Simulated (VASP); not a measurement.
Here is a VASP 6.6.1 calculation.

Contents of INCAR:

```
ALGO = Normal ; EDIFF = 1E-6
ENCUT = 520 ; GGA = RE
ISIF = 2 ; ISMEAR = 0
ISPIN = 2 ; LASPH = True
LCHARG = True ; LELF = True
LMAXMIX = 4 ; LORBIT = 11
LREAL = False ; LVHAR = True
LWAVE = False ; MAGMOM = 5.2 5.2 0 0 0 0
NBANDS = 40 ; NELM = 150
PREC = Accurate ; SIGMA = 0.2
```

KPOINTS

```
k-points
0
Gamma
  5 5 7
```

The input POSCAR:

```
MnF2
1.0
    4.9379363023      0.0000000000      0.0000000000
    0.0000000000      4.9379363023      0.0000000000
    0.0000000000      0.0000000000      3.3542668382
Mn F
2 4
Direct
    0.0000000000      0.0000000000      0.0000000000
    0.5000000000      0.5000000000      0.5000000000
    0.3053000000      0.3053000000      0.0000000000
    0.1947000000      0.8053000000      0.5000000000
    0.6947000000      0.6947000000      0.0000000000
    0.8053000000      0.1947000000      0.5000000000
```

Potentials or basis: VASP PAW PBE potentials, release 64 (Mn_pv, F).

The run is started by

```console
$ cat potpaw_PBE.64/Mn_pv/POTCAR potpaw_PBE.64/F/POTCAR > POTCAR
$ mpirun -np 1 vasp_std > vasp.out
```

Problem. Predict the band gap on the k mesh.

Solution. 1.38 eV.

Problem. Estimate the largest force.

Solution. 0.024 eV/Å.

Problem. What does it give for the pressure?

Solution. 3.0 GPa.

Problem. Estimate the net moment.

Solution. 10.00 μB per cell.

Stress tensor (GPa, compression positive):
```
3.05 0.00 0.00
0.00 3.05 0.00
0.00 0.00 2.95
```

Caveat: the cell stands under pressure; the PAW data sets were made with another functional, which shifts forces and pressure a little; an odd mesh through Γ misses points on the zone boundary, where band edges can lie; only a ferromagnetic start was run, and an antiferromagnetic order may lie lower in energy.
